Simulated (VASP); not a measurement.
# Ge (Fd-3m) in VASP: further runs, part 2 of 2

VASP 6.6.1. Earlier steps stand in the parts before.

## 4. Single point, PBE (23.45 Å³/atom)

This run uses another cell than the first one, of 23.45 Å³/atom.

File INCAR:

```
SYSTEM = Ge
  PREC = Accurate
  ENCUT = 520
  EDIFF = 1E-6
  ISMEAR = -1
  SIGMA = 0.15
  LREAL = .FALSE.
  LASPH = .TRUE.
  NELM = 80
  ALGO = Normal
  ISIF = 2
  LWAVE = .FALSE.
  LCHARG = .FALSE.
  GGA = PE
  NBANDS = 21
```

File KPOINTS:

```
Automatic mesh
0
G
  14 14 14
  0 0 0
```

File POSCAR:

```
Ge
1.0
    0.0000000000      2.8624862557      2.8624862557
    2.8624862557      0.0000000000      2.8624862557
    2.8624862557      2.8624862557      0.0000000000
Ge
2
Direct
    0.5000000000      0.5000000000      0.5000000000
    0.7500000000      0.7500000000      0.7500000000
```

Potentials or basis: VASP PAW PBE potentials, release 64 (Ge_d).

On the command line:

```sh
cat potpaw_PBE.64/Ge_d/POTCAR > POTCAR
mpirun -np 1 vasp_std > vasp.out
```

OUTCAR:

```text
SYSTEM = Ge
   PREC = Accurate
   ENCUT = 520
   EDIFF = 1E-6
   ISMEAR = -1
   LREAL = .FALSE.
   LASPH = .TRUE.
   NELM = 80
   ISIF = 2
   GGA = PE

 ion  position               nearest neighbor table
   1  0.500  0.500  0.500-   2 2.48   2 2.48   2 2.48   2 2.48
   2  0.750  0.750  0.750-   1 2.48   1 2.48   1 2.48   1 2.48

  LATTYP: Found a face centered cubic cell.
 ALAT       =     5.7249725114

  Lattice vectors:

 A1 = (   0.0000000000,   2.8624862557,   2.8624862557)
 A2 = (   2.8624862557,   0.0000000000,   2.8624862557)
 A3 = (   2.8624862557,   2.8624862557,   0.0000000000)

Analysis of symmetry for initial positions (statically):
=====================================================================
 Subroutine PRICEL returns:
 Original cell was already a primitive cell.

 Routine SETGRP: Setting up the symmetry group for a
 face centered cubic supercell.

 Subroutine GETGRP returns: Found 48 space group operations
 (whereof 24 operations were pure point group operations)
 out of a pool of 48 trial point group operations.

The static configuration has the point symmetry T_d .
 The point group associated with its full space group is O_h .

Analysis of symmetry for dynamics (positions and initial velocities):
=====================================================================
 Subroutine PRICEL returns:
 Original cell was already a primitive cell.

 Routine SETGRP: Setting up the symmetry group for a
 face centered cubic supercell.

 Subroutine GETGRP returns: Found 48 space group operations
 (whereof 24 operations were pure point group operations)
 out of a pool of 48 trial point group operations.

The dynamic configuration has the point symmetry T_d .
 The point group associated with its full space group is O_h .

[... 109 lines left out ...]
   NELECT =      28.0000    total number of electrons
   NUPDOWN=      -1.0000    fix difference up-down
   EMIN   =  10.00;   EMAX   =-10.00  energy-range for DOS
   EFERMI =   0.00;   METHOD = LEGACY
   ISMEAR =    -1;   SIGMA  =   0.15  broadening in eV -4-tet -1-fermi 0-gaus
   EFERMI_NEDOS =   21; number of points for ismear=-14 and -15
   IALGO  =     38    algorithm
   IMIX   =      4    mixing-type and parameters
     AMIX     =   0.40;   BMIX     =  1.00
     AMIX_MAG =   1.60;   BMIX_MAG =  1.00
  volume/ion in A,a.u.               =      23.45       158.28
  Fermi-wavevector in a.u.,A,eV,Ry     =   1.378396  2.604791 25.850748  1.899976
  Thomas-Fermi vector in A             =   2.503462
   LORBIT       =      0    0 simple, 1 ext, 2 COOP (PROOUT), +10 PAW based schemes
   GGA     = PE    functional components
   LHFCALC =     F    Hartree Fock is set to
   AEXX    =    0.0000 exact exchange contribution
   IVDW    =     0    specifies the selected vdW correction
   LEPSILON=     F    determine dielectric tensor
   LRPA    =     F    only Hartree local field effects (RPA)
 non-spin polarized calculation
  energy-cutoff  :      520.00
  volume of cell :       46.91
 maximum number of plane-waves:      1291
   NGX = 15   NGY = 15   NGZ = 15

 number of electron      27.9999993 magnetization

 Free energy of the ion-electron system (eV)
  ---------------------------------------------------
  ext. energy  EPLUGINS =         0.00000000
  ---------------------------------------------------
  free energy    TOTEN  =        -9.03648668 eV

  energy without entropy =       -9.02887456  energy(sigma->0) =       -9.03268062

 E-fermi :   4.7265     XC(G=0):  -9.7595

 val. band max:        4.6511436529   @ k =   0.0000   0.0000   0.0000
 cond. band min:       4.7303912259   @ k =   0.5000   0.0000   0.0000
 fundamental gap:      0.0792475730
 Fermi energy:         4.7265294708

 k-point     1 :       0.0000    0.0000    0.0000
  band No.  band energies     occupation
      1     -20.1167      2.00000
      2     -20.1167      2.00000
      3     -20.1167      2.00000
      4     -20.0831      2.00000
      5     -20.0831      2.00000
      6     -19.8909      2.00000
[... 565 lines left out ...]
     20      13.8457      0.00000
     21      14.3528      0.00000

 [... further k-points ...]

------------------------ aborting loop because EDIFF is reached ----------------------------------------

  FORCE on cell =-STRESS in cart. coord.  units (eV):
  Direction    XX          YY          ZZ          XY          YZ          ZX
  --------------------------------------------------------------------------------------
  -------------------------------------------------------------------------------------
  Total        0.3321522      0.3321522      0.3321522      0.0000000      0.0000000      0.0000000
  in kB       11.3445560     11.3445560     11.3445560      0.0000000      0.0000000      0.0000000
  external PRESSURE =      11.3445560 kB  Pullay stress =       0.0000000 kB

 VOLUME and BASIS-vectors are now :
 -----------------------------------------------------------------------------
  energy-cutoff  :      520.00
  volume of cell :       46.91
      direct lattice vectors                 reciprocal lattice vectors
     0.000000000  2.862486256  2.862486256    -0.174673328  0.174673328  0.174673328
     2.862486256  0.000000000  2.862486256     0.174673328 -0.174673328  0.174673328
     2.862486256  2.862486256  0.000000000     0.174673328  0.174673328 -0.174673328

 POSITION                                       TOTAL-FORCE (eV/Angst)
 -----------------------------------------------------------------------------------
      2.86249      2.86249      2.86249         0.000000      0.000000     -0.000000
      4.29373      4.29373      4.29373        -0.000000     -0.000000      0.000000
 -----------------------------------------------------------------------------------
    total drift:                                0.000000     -0.000000     -0.000000

  FREE ENERGIE OF THE ION-ELECTRON SYSTEM (eV)
  ---------------------------------------------------
  free  energy   TOTEN  =        -9.0364866788 eV

  energy  without entropy=       -9.0288745627  energy(sigma->0) =       -9.03268062
```

OSZICAR:

```text
N       E                     dE             d eps       ncg     rms          rms(c)
DAV:   1     0.194512631770E+03    0.19451E+03   -0.14626E+04  4894   0.361E+03
DAV:   2     0.194655249693E+02   -0.17505E+03   -0.16973E+03  4378   0.623E+02
DAV:   3    -0.814944736954E+01   -0.27615E+02   -0.27417E+02  4993   0.145E+02
DAV:   4    -0.909680149784E+01   -0.94735E+00   -0.94691E+00  4908   0.315E+01
DAV:   5    -0.911253194870E+01   -0.15730E-01   -0.15730E-01  4993   0.452E+00    0.304E+00
DAV:   6    -0.906167592831E+01    0.50856E-01   -0.20276E-02  5108   0.147E+00    0.180E+00
DAV:   7    -0.903465989442E+01    0.27016E-01   -0.42965E-02  4790   0.191E+00    0.143E-01
DAV:   8    -0.903625058651E+01   -0.15907E-02   -0.55258E-03  4903   0.923E-01    0.427E-02
DAV:   9    -0.903646490406E+01   -0.21432E-03   -0.25265E-04  4908   0.178E-01    0.136E-02
DAV:  10    -0.903648434693E+01   -0.19443E-04   -0.35754E-05  5105   0.628E-02    0.597E-03
DAV:  11    -0.903648666748E+01   -0.23206E-05   -0.55393E-06  4212   0.332E-02    0.173E-03
DAV:  12    -0.903648667883E+01   -0.11345E-07   -0.19973E-07  3251   0.703E-03
   1 F= -.90364867E+01 E0= -.90326806E+01  d E =-.761212E-02
```

It took 2.8 min on 1 thread of AMD EPYC 7R43 (Zen 3), shared host; peak memory 0.18 GiB.

What came out:

```yaml
Free_energy: -9.0365 eV
Pressure: 1.1 GPa
Band_gap_on_the_k_mesh: zero (filled and empty bands touch)
```

Caveat: semilocal functionals underestimate gaps, and a narrow one can read as zero.

## 5. The runs side by side

| task | cell | k mesh | cutoff (eV) | smearing | gap on the mesh (eV) | pressure (GPa) |
| --- | --- | --- | --- | --- | --- | --- |
| single point | a = 4.074 Å, angles 60.0°, 2 atoms | 18 × 18 × 18 | 520 | gaussian 0.15 eV | none | -0.1 |
| relaxation of cell and atoms | relaxed from a = 4.000 Å, angles 60.0°, 2 atoms | 14 × 14 × 14 | 600 | gaussian 0.1 eV | none | 0.0 |
| single point | a = 4.048 Å, angles 60.0°, 2 atoms | 14 × 14 × 14 | 520 | fermi-dirac 0.15 eV | none | 1.1 |

Alike in all rows: level PBE; potentials or basis VASP PAW PBE potentials, release 64 (Ge_d); no spin polarisation.

Caveats: semilocal functionals underestimate gaps, and a narrow one can read as zero.

Absolute energies hang on the potentials; compare differences alone.

## 6. Comparison with measurements

Step 2. A measured gap of Ge is 0.807 eV (direct; 300 K; “Electronic and optical properties of SixGe1-x-ySny alloys lattice-matched to Ge”, 2021, arxiv:2109.02782); the calculated 0.00 eV misses it by -0.81 eV. 3 values of this kind are on record (0.666 to 0.807 eV); this one was drawn at random among those near their median. Spin-orbit coupling on Ge is left out. The value is that of PBE on a finite k mesh, which can miss the band edges, without temperature or zero-point motion. Semilocal functionals fall short of measured gaps as a rule.

The gap in the log of VASP goes by the Fermi energy; the results here count the filled bands.